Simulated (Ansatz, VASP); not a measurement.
# Two plane-wave programs on ZrB2

```
CELL_PARAMETERS angstrom
3.16000 0.00000 0.00000
-1.58000 2.73664 0.00000
0.00000 0.00000 3.52000
ATOMIC_POSITIONS crystal
Zr 0.00000 0.00000 0.00000
B 0.33333 0.66667 0.50000
B 0.66667 0.33333 0.50000
```

Alike in both runs: task relaxation of cell and atoms; functional r2SCAN; k mesh 15 × 15 × 12; occupations gaussian, width 0.1 eV; no spin polarisation.

```csv
,VASP,Ansatz
version,VASP 6.6.1,Ansatz 0.2.0
potentials or method,"VASP PAW PBE potentials, release 64 (Zr_sv, B), cutoff 550 eV","scalar-relativistic, plane waves, PAW"
valence electrons in the cell,18,18
```

```tsv
	VASP	Ansatz	Ansatz less VASP
gap on the k mesh at the Fermi level, each at its own relaxed structure (eV)	none	none	-
relaxed volume (Å³/atom)	10.29	10.29	-0.001
relaxed cell length with the largest relative difference (Å)	3.167	3.167	-0.0001
```

VASP's potentials were made for PBE, not for r2SCAN. A gap of «none» marks a metal or a gap that the smearing closes.
